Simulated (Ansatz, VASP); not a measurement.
## Te2Mo in VASP and in Ansatz

```
CELL_PARAMETERS angstrom
3.54213 0.00000 0.00000
-1.77107 3.06758 0.00000
0.00000 0.00000 14.17667
ATOMIC_POSITIONS crystal
Mo 0.33333 0.66667 0.25000
Mo 0.66667 0.33333 0.75000
Te 0.66667 0.33333 0.37658
Te 0.66667 0.33333 0.12342
Te 0.33333 0.66667 0.87658
Te 0.33333 0.66667 0.62342
```

Alike in both runs: task single point; functional r2SCAN; k mesh 6 × 6 × 2; no spin polarisation.

```csv
,VASP,Ansatz
version,VASP 6.6.1,Ansatz 0.2.0
potentials or method,"VASP PAW PBE potentials, release 64 (Mo_sv, Te)","plane waves, PAW"
plane-wave cutoff (eV),550,500
occupations,"gaussian, width 0.01 eV",fixed
valence electrons in the cell,52,92
```

```tsv
	VASP	Ansatz	Ansatz less VASP
gap on the k mesh at the Fermi level (eV)	0.99	1.00	+0.005
```

VASP's potentials were made for PBE, not for r2SCAN. VASP's potentials hold 52 valence electrons a cell and Ansatz's 92, so a difference there can come from the potentials and not from the codes.

Spin-orbit coupling is off throughout.
